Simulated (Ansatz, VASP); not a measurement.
# Ti4Al12O in VASP and in Ansatz

INCAR

```
SYSTEM = Ti4Al12O
PREC = Accurate
ENCUT = 520
EDIFF = 1E-7
ISMEAR = 1
SIGMA = 0.1
LREAL = Auto
LASPH = .TRUE.
NELM = 60
ALGO = Normal
ISIF = 2
LWAVE = .FALSE.
LCHARG = .TRUE.
GGA = PE
LELF = .TRUE.
LVHAR = .TRUE.
NBANDS = 59
```

File KPOINTS:

```
Automatic mesh
0
G
  6 6 4
  0 0 0
```

POSCAR

```
Ti4Al12O
1.0
    3.8447514400      3.8447514400      0.0000000000
   -3.8447514400      3.8447514400      0.0000000000
    0.0000000000      0.0000000000      8.6237151300
Ti Al O
4 12 1
Direct
   -0.0228400800     -0.0223180700     -0.0006721800
    0.0018386200      0.4974223400      0.4970249400
    0.4968940100      0.0023619100      0.4970247300
    0.5215747600      0.5221002300     -0.0006752000
   -0.0061734000     -0.0056450600      0.4982966900
    0.0109033200      0.4883568300     -0.0218920900
    0.4878342700      0.0114260900     -0.0219008800
    0.5049072200      0.5054283500      0.4982877800
    0.2493652100      0.2498968500      0.2788887500
    0.2493682000      0.7498881300      0.7460593300
    0.7493693100      0.2498936000      0.7460612900
    0.7493665800      0.7498962500      0.2501734500
    0.2493672300      0.2498958700      0.7316544700
    0.2493655100      0.7498937900      0.2571794800
    0.7493678500      0.2498910200      0.2571776200
    0.7493688700      0.7498886000      0.7417012400
    0.2493672000      0.2498925200      0.0635420600
```

Input for Ansatz:

```yaml
crystal:
  lattice:
    - [3.84475144, 3.84475144, 0.0]
    - [-3.84475144, 3.84475144, 0.0]
    - [0.0, 0.0, 8.62371513]
  atoms:
    - { symbol: Ti, position: [-0.02284008, -0.02231807, -0.00067218] }
    - { symbol: Ti, position: [0.00183862, 0.49742234, 0.49702494] }
    - { symbol: Ti, position: [0.49689401, 0.00236191, 0.49702473] }
    - { symbol: Ti, position: [0.52157476, 0.52210023, -0.0006752] }
    - { symbol: Al, position: [-0.0061734, -0.00564506, 0.49829669] }
    - { symbol: Al, position: [0.01090332, 0.48835683, -0.02189209] }
    - { symbol: Al, position: [0.48783427, 0.01142609, -0.02190088] }
    - { symbol: Al, position: [0.50490722, 0.50542835, 0.49828778] }
    - { symbol: Al, position: [0.24936521, 0.24989685, 0.27888875] }
    - { symbol: Al, position: [0.2493682, 0.74988813, 0.74605933] }
    - { symbol: Al, position: [0.74936931, 0.2498936, 0.74606129] }
    - { symbol: Al, position: [0.74936658, 0.74989625, 0.25017345] }
    - { symbol: Al, position: [0.24936723, 0.24989587, 0.73165447] }
    - { symbol: Al, position: [0.24936551, 0.74989379, 0.25717948] }
    - { symbol: Al, position: [0.74936785, 0.24989102, 0.25717762] }
    - { symbol: Al, position: [0.74936887, 0.7498886, 0.74170124] }
    - { symbol: O, position: [0.2493672, 0.24989252, 0.06354206] }
basis:
  ecutwfc: 420
  xc_grid: 2
hamiltonian:
  xc: pbe
  pseudopotentials: { kind: paw, azcp: { folder: soft_1 } }
kpoints:
  mp_grid: { grid: [6, 6, 4] }
scf:
  occupations: { method: methfessel_paxton, width: 0.1 }
  max_iter: 160
output:
  forces: true
  eigenvalues: true
checkpoint:
  write: "../q0.start.mesh.run"
  compress: false
  write_wavefunctions: false
  write_every: 100000
```

Alike in both runs: task single point; functional PBE; k mesh 6 × 6 × 4; occupations methfessel-paxton of order 1, width 0.1 eV; no spin polarisation.

|  | VASP | Ansatz |
| --- | --- | --- |
| version | VASP 6.6.1 | Ansatz 0.2.0 |
| potentials or method | VASP PAW PBE potentials, release 64 (Ti_sv, Al, O), cutoff 520 eV | plane-wave PAW DFT |
| valence electrons in the cell | 90 | 90 |

|  | VASP | Ansatz | Ansatz less VASP |
| --- | --- | --- | --- |
| rms of the force components (eV/Å) | 0.059 | 0.059 | 0.0000 |

Atom by atom the forces differ by 0.004 eV/Å (rms over components). The functional is the same, so the differences come from potentials, cutoffs and numerics. Ansatz's warnings: structure snapped to symmetry.
